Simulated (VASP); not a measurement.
# HfC (Fm-3m) in VASP: settings compared

Aim: see how the results for HfC move with the level of theory and the settings. Levels: PBEsol, BLYP, revPBE, LDA. Tasks: single point.

Everything below comes from runs of VASP 6.6.1. Logs are shortened: lines on timing, memory, paths and dates and some standing lists are left out, and cuts for length are marked.

**1. The cell of the first run**

It takes space group Fm-3m (No. 225, cubic). Conventional cell: a = 4.650 Å, b = 4.650 Å, c = 4.650 Å, α = 90.00°, β = 90.00°, γ = 90.00°. Hf (site symmetry m-3m) has 6 C at 2.33 Å within 3.1 Å. C (site symmetry m-3m) has 6 Hf at 2.33 Å within 3.1 Å.

**2. Single point, PBEsol**

Input file INCAR:

```
ALGO = Normal ; EDIFF = 1E-6
ENCUT = 600 ; GGA = PS
GGA_COMPAT = False ; ISIF = 2
ISMEAR = -1 ; LASPH = True
LCHARG = False ; LREAL = False
LWAVE = False ; NBANDS = 14
NELM = 120 ; PREC = Accurate
SIGMA = 0.1
```

Input file KPOINTS:

```
k-points
0
Gamma
  11 11 11
```

Input file POSCAR:

```
HfC
1.0
    0.0000000000      2.3250000000      2.3250000000
    2.3250000000      0.0000000000      2.3250000000
    2.3250000000      2.3250000000      0.0000000000
Hf C
1 1
Direct
    0.5000000000      0.5000000000      0.5000000000
    0.0000000000      0.0000000000      0.0000000000
```

Potentials or basis: VASP PAW PBE potentials, release 64 (Hf_pv, C).

Run with:

```sh
$ cat potpaw_PBE.64/Hf_pv/POTCAR potpaw_PBE.64/C/POTCAR > POTCAR
$ mpirun -np 1 vasp_std > vasp.out
```

OUTCAR:

```text
EDIFF = 1E-6
   ENCUT = 600
   GGA = PS
   ISIF = 2
   ISMEAR = -1
   LASPH = True
   LREAL = False
   NELM = 120
   PREC = Accurate

 ion  position               nearest neighbor table
   1  0.500  0.500  0.500-   2 2.33   2 2.33   2 2.33   2 2.33   2 2.33   2 2.33
   2  0.000  0.000  0.000-   1 2.33   1 2.33   1 2.33   1 2.33   1 2.33   1 2.33

  LATTYP: Found a face centered cubic cell.
 ALAT       =     4.6500000000

  Lattice vectors:

 A1 = (   0.0000000000,   2.3250000000,   2.3250000000)
 A2 = (   2.3250000000,   0.0000000000,   2.3250000000)
 A3 = (   2.3250000000,   2.3250000000,   0.0000000000)

Analysis of symmetry for initial positions (statically):
=====================================================================
 Subroutine PRICEL returns:
 Original cell was already a primitive cell.

 Routine SETGRP: Setting up the symmetry group for a
 face centered cubic supercell.

 Subroutine GETGRP returns: Found 48 space group operations
 (whereof 48 operations were pure point group operations)
 out of a pool of 48 trial point group operations.

The static configuration has the point symmetry O_h .

Analysis of symmetry for dynamics (positions and initial velocities):
=====================================================================
 Subroutine PRICEL returns:
 Original cell was already a primitive cell.

 Routine SETGRP: Setting up the symmetry group for a
 face centered cubic supercell.

 Subroutine GETGRP returns: Found 48 space group operations
 (whereof 48 operations were pure point group operations)
 out of a pool of 48 trial point group operations.

The dynamic configuration has the point symmetry O_h .

 Subroutine INISYM returns: Found 48 space group operations
 (whereof 48 operations are pure point group operations),
 and found     1 'primitive' translations

----------------------------------------------------------------------------------------

                                     Primitive cell

  volume of cell :      25.1362

  direct lattice vectors                    reciprocal lattice vectors
     0.000000000  2.325000000  2.325000000    -0.215053763  0.215053763  0.215053763
     2.325000000  0.000000000  2.325000000     0.215053763 -0.215053763  0.215053763
     2.325000000  2.325000000  0.000000000     0.215053763  0.215053763 -0.215053763

  length of vectors
     3.288046533  3.288046533  3.288046533     0.372484045  0.372484045  0.372484045

  position of ions in fractional coordinates (direct lattice)
     0.500000000  0.500000000  0.500000000
     0.000000000  0.000000000  0.000000000

  ion indices of the primitive-cell ions
   primitive index   ion index
                 1           1
                 2           2

----------------------------------------------------------------------------------------

 KPOINTS: k-points

Automatic generation of k-mesh.
 Grid dimensions read from file:
 generate k-points for:   11   11   11

 Generating k-lattice:

  Cartesian coordinates                     Fractional coordinates (reciprocal lattice)
    -0.019550342  0.019550342  0.019550342     0.090909091  0.000000000  0.000000000
     0.019550342 -0.019550342  0.019550342     0.000000000  0.090909091  0.000000000
     0.019550342  0.019550342 -0.019550342     0.000000000  0.000000000  0.090909091

  Length of vectors
     0.033862186  0.033862186  0.033862186

  Shift w.r.t. Gamma in fractional coordinates (k-lattice)
     0.000000000  0.000000000  0.000000000

 Subroutine IBZKPT returns following result:
 ===========================================

 Found     56 irreducible k-points:

 Following reciprocal coordinates:
            Coordinates               Weight
  0.000000  0.000000  0.000000      1.000000
  0.090909  0.000000  0.000000      8.000000
  0.181818  0.000000  0.000000      8.000000
  0.272727  0.000000  0.000000      8.000000
  0.363636  0.000000  0.000000      8.000000
  0.454545  0.000000  0.000000      8.000000
[... 16 lines left out ...]
 -0.272727  0.181818  0.000000     24.000000
 -0.181818  0.181818  0.000000     12.000000
 [... further k-points ...]
   k-points           NKPTS =     56   k-points in BZ     NKDIM =     56   number of bands    NBANDS=     14
   number of dos      NEDOS =    301   number of ions     NIONS =      2
   total plane-waves  NPLWV =  21952
   dimension x,y,z NGX =    28 NGY =   28 NGZ =   28
   dimension x,y,z NGXF=    56 NGYF=   56 NGZF=   56
   ions per type =               1   1
   NGX,Y,Z   is equivalent  to a cutoff of  14.16, 14.16, 14.16 a.u.
   NGXF,Y,Z  is equivalent  to a cutoff of  28.31, 28.31, 28.31 a.u.
 SYSTEM =  unknown system
   PREC   = accura    normal or accurate (medium, high low for compatibility)
   ISTART =      0    job   : 0-new  1-cont  2-samecut
   ICHARG =      2    charge: 1-file 2-atom 10-const
   ISPIN  =      1    spin polarized calculation?
   LNONCOLLINEAR =      F non collinear calculations
   LSORBIT =      F    spin-orbit coupling
   LASPH  =      T    aspherical Exc in radial PAW
   ENCUT  =  600.0 eV  44.10 Ry    6.64 a.u.   6.57  6.57  6.57*2*pi/ulx,y,z
   NELM   =    120;   NELMIN=  2; NELMDL= -5     # of ELM steps
   EDIFF  = 0.1E-05   stopping-criterion for ELM
   LREAL  =      F    real-space projection
   EDIFFG = 0.1E-04   stopping-criterion for IOM
   NSW    =      0    number of steps for IOM
   IBRION =     -1    ionic relax: 0-MD 1-quasi-New 2-CG
   NFREE  =      0    steps in history (QN), initial steepest desc. (CG)
   ISIF   =      2    stress and relaxation
   ISYM   =      2    0-nonsym 1-usesym 2-fastsym
   POTIM  = 0.5000    time-step for ionic-motion
   TEBEG  =    0.0;   TEEND  =   0.0 temperature during run
   PSTRESS=    0.0 pullay stress
   NELECT =      14.0000    total number of electrons
   NUPDOWN=      -1.0000    fix difference up-down
   EMIN   =  10.00;   EMAX   =-10.00  energy-range for DOS
   EFERMI =   0.00;   METHOD = LEGACY
   ISMEAR =    -1;   SIGMA  =   0.10  broadening in eV -4-tet -1-fermi 0-gaus
   EFERMI_NEDOS =   21; number of points for ismear=-14 and -15
   IALGO  =     38    algorithm
   IMIX   =      4    mixing-type and parameters
     AMIX     =   0.40;   BMIX     =  1.00
     AMIX_MAG =   1.60;   BMIX_MAG =  1.00
  volume/ion in A,a.u.               =      12.57        84.81
  Fermi-wavevector in a.u.,A,eV,Ry     =   1.346949  2.545365 24.684672  1.814272
  Thomas-Fermi vector in A             =   2.474740
   LORBIT       =      0    0 simple, 1 ext, 2 COOP (PROOUT), +10 PAW based schemes
   GGA     = PS    functional components
   LHFCALC =     F    Hartree Fock is set to
   AEXX    =    0.0000 exact exchange contribution
   IVDW    =     0    specifies the selected vdW correction
   LEPSILON=     F    determine dielectric tensor
   LRPA    =     F    only Hartree local field effects (RPA)
 non-spin polarized calculation
  energy-cutoff  :      600.00
  volume of cell :       25.14
 maximum number of plane-waves:       869
   NGX = 13   NGY = 13   NGZ = 13

 number of electron      14.0000000 magnetization

 Free energy of the ion-electron system (eV)
  ---------------------------------------------------
  ext. energy  EPLUGINS =         0.00000000
  ---------------------------------------------------
  free energy    TOTEN  =       -22.18468686 eV

  energy without entropy =      -22.17464517  energy(sigma->0) =      -22.17966602

 E-fermi :   5.8084     XC(G=0): -12.4206

 val. band max:        5.6971900772   @ k =   0.4545   0.4545   0.0000
 cond. band min:       5.9146345721   @ k =   0.1818   0.1818   0.0000
 fundamental gap:      0.2174444949
 Fermi energy:         5.8083913877

 k-point     1 :       0.0000    0.0000    0.0000
  band No.  band energies     occupation
      1     -23.6951      2.00000
      2     -23.6951      2.00000
      3     -23.6951      2.00000
      4      -6.4834      2.00000
      5       6.8323      0.00007
      6       6.8323      0.00007
      7       6.8323      0.00007
      8       7.1504      0.00000
      9       7.1504      0.00000
     10       7.1504      0.00000
     11       9.1693      0.00000
     12       9.1693      0.00000
     13      12.6349      0.00000
     14      16.7509      0.00000

 k-point     2 :       0.0909    0.0000    0.0000
  band No.  band energies     occupation
      1     -23.7531      2.00000
      2     -23.7007      2.00000
      3     -23.7007      2.00000
      4      -6.2746      2.00000
      5       5.5903      1.79701
      6       5.9439      0.41007
      7       5.9439      0.41007
      8       7.5166      0.00000
      9       7.5166      0.00000
     10       7.8847      0.00000
     11      10.1227      0.00000
     12      10.1227      0.00000
     13      13.0959      0.00000
     14      17.3317      0.00000

 k-point     3 :       0.1818    0.0000    0.0000
  band No.  band energies     occupation
      1     -23.9052      2.00000
      2     -23.7157      2.00000
      3     -23.7157      2.00000
      4      -5.6833      2.00000
      5       3.9762      2.00000
      6       4.7913      1.99992
      7       4.7913      1.99992
      8       8.1441      0.00000
      9       8.1441      0.00000
     10       8.3853      0.00000
     11      11.8970      0.00000
     12      11.8970      0.00000
     13      14.1219      0.00000
     14      18.7744      0.00000

 k-point     4 :       0.2727    0.0000    0.0000
  band No.  band energies     occupation
      1     -24.0974      2.00000
      2     -23.7351      2.00000
      3     -23.7351      2.00000
      4      -4.8040      2.00000
      5       2.3777      2.00000
      6       3.8454      2.00000
      7       3.8454      2.00000
      8       8.9325      0.00000
      9       9.0688      0.00000
     10       9.0688      0.00000
     11      13.8288      0.00000
     12      13.8288      0.00000
     13      14.9273      0.00000
     14      19.5437      0.00000

 k-point     5 :       0.3636    0.0000    0.0000
  band No.  band energies     occupation
      1     -24.2675      2.00000
      2     -23.7529      2.00000
      3     -23.7529      2.00000
      4      -3.7746      2.00000
      5       0.9294      2.00000
      6       3.1920      2.00000
      7       3.1920      2.00000
      8       9.8022      0.00000
      9      10.1410      0.00000
     10      10.1410      0.00000
     11      14.4458      0.00000
[... 276 lines left out ...]
 k-point    22 :      -0.3636    0.1818    0.0000
  band No.  band energies     occupation
      1     -24.2745      2.00000
      2     -23.9157      2.00000
      3     -23.7807      2.00000
      4      -3.2602      2.00000
      5       0.5706      2.00000
      6       3.1091      2.00000
      7       3.1287      2.00000
      8      10.2707      0.00000
      9      10.2929      0.00000
     10      10.8628      0.00000
     11      14.0178      0.00000
     12      15.4862      0.00000
     13      17.1369      0.00000
     14      19.4089      0.00000

 k-point    23 :      -0.2727    0.1818    0.0000
  band No.  band energies     occupation
      1     -24.1859      2.00000
      2     -23.9000      2.00000
      3     -23.7505      2.00000
      4      -3.8512      2.00000
      5       1.2166      2.00000
      6       3.2126      2.00000
      7       3.4454      2.00000
      8       9.2566      0.00000
      9       9.9514      0.00000
     10      11.3541      0.00000
     11      12.5651      0.00000
     12      15.2490      0.00000
     13      16.8611      0.00000
     14      19.5090      0.00000

 k-point    24 :      -0.1818    0.1818    0.0000
  band No.  band energies     occupation
      1     -24.0757      2.00000
      2     -23.8454      2.00000
      3     -23.7248      2.00000
      4      -4.6111      2.00000
      5       2.1796      2.00000
      6       3.5719      2.00000
      7       3.9146      2.00000
      8       8.4615      0.00000
      9       9.5920      0.00000
     10      10.5599      0.00000
     11      11.4575      0.00000
     12      15.3957      0.00000
     13      15.4453      0.00000
     14      19.5734      0.00000

 [... further k-points ...]
[... 5 lines left out ...]
  --------------------------------------------------------------------------------------
  -------------------------------------------------------------------------------------
  Total       -1.1039318     -1.1039318     -1.1039318      0.0000000     -0.0000000      0.0000000
  in kB      -70.3645576    -70.3645576    -70.3645576      0.0000000     -0.0000000      0.0000000
  external PRESSURE =     -70.3645576 kB  Pullay stress =       0.0000000 kB

 VOLUME and BASIS-vectors are now :
 -----------------------------------------------------------------------------
  energy-cutoff  :      600.00
  volume of cell :       25.14
      direct lattice vectors                 reciprocal lattice vectors
     0.000000000  2.325000000  2.325000000    -0.215053763  0.215053763  0.215053763
     2.325000000  0.000000000  2.325000000     0.215053763 -0.215053763  0.215053763
     2.325000000  2.325000000  0.000000000     0.215053763  0.215053763 -0.215053763

 POSITION                                       TOTAL-FORCE (eV/Angst)
 -----------------------------------------------------------------------------------
      2.32500      2.32500      2.32500         0.000000     -0.000000     -0.000000
      0.00000      0.00000      0.00000        -0.000000      0.000000      0.000000
 -----------------------------------------------------------------------------------
    total drift:                                0.000000      0.000000      0.000000

  FREE ENERGIE OF THE ION-ELECTRON SYSTEM (eV)
  ---------------------------------------------------
  free  energy   TOTEN  =       -22.1846868605 eV

  energy  without entropy=      -22.1746451707  energy(sigma->0) =      -22.17966602
```

Run time: 22 s. Hardware: 1 thread of AMD EPYC 7R43 (Zen 3), shared host; peak memory 0.14 GiB.

Results:

```yaml
Free_energy: -22.1847 eV
Pressure: -7.0 GPa
Band_gap_on_the_k_mesh: zero (bands 7 and 8 overlap by 1.45 eV)
```

Levels at points of the mesh, in eV from the Fermi level:
| k point | band 5 | band 6 | band 7 | band 8 | band 9 | band 10 |
| --- | --- | --- | --- | --- | --- | --- |
| (0.00, 0.00, 0.00) | 1.02 | 1.02 | 1.02 | 1.34 | 1.34 | 1.34 |

Caveat: the cell stands under tension; the PAW data sets were made with another functional, which shifts forces and pressure a little; spin-orbit coupling is left out, which moves the levels of the heavy elements.

(Continued in part 2 of 2.)
